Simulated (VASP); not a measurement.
A run of VASP 6.6.1:

INCAR

```
ALGO = Fast
EDIFF = 1E-8
ENCUT = 520
GGA = PS
IBRION = 8
ISIF = 2
ISMEAR = -1
LASPH = True
LCHARG = False
LREAL = False
LWAVE = False
NBANDS = 12
NELM = 60
NSW = 1
PREC = Accurate
SIGMA = 0.15
```

The input KPOINTS:

```
k-points
0
Gamma
  20 20 20
```

File POSCAR:

```
Cu
1.0
    0.0000000000      1.7820969953      1.7820969953
    1.7820969953      0.0000000000      1.7820969953
    1.7820969953      1.7820969953      0.0000000000
Cu
1
Direct
    0.0000000000      0.0000000000      0.0000000000
```

Potentials or basis: VASP PAW PBE potentials, release 64 (Cu).

Command:

```bash
$ cat potpaw_PBE.64/Cu/POTCAR > POTCAR
$ mpirun -np 1 vasp_std > vasp.out
```

Hardware: 1 thread of Intel(R) Xeon(R) 6975P-C (Granite Rapids), on a shared host.

**Question.** Estimate the wall time of this run.

**Answer.** It took 81 s on 1 thread of Intel(R) Xeon(R) 6975P-C (Granite Rapids), with other jobs on the host, peak memory 0.28 GiB. Counts: scf iterations 35, k points 256.
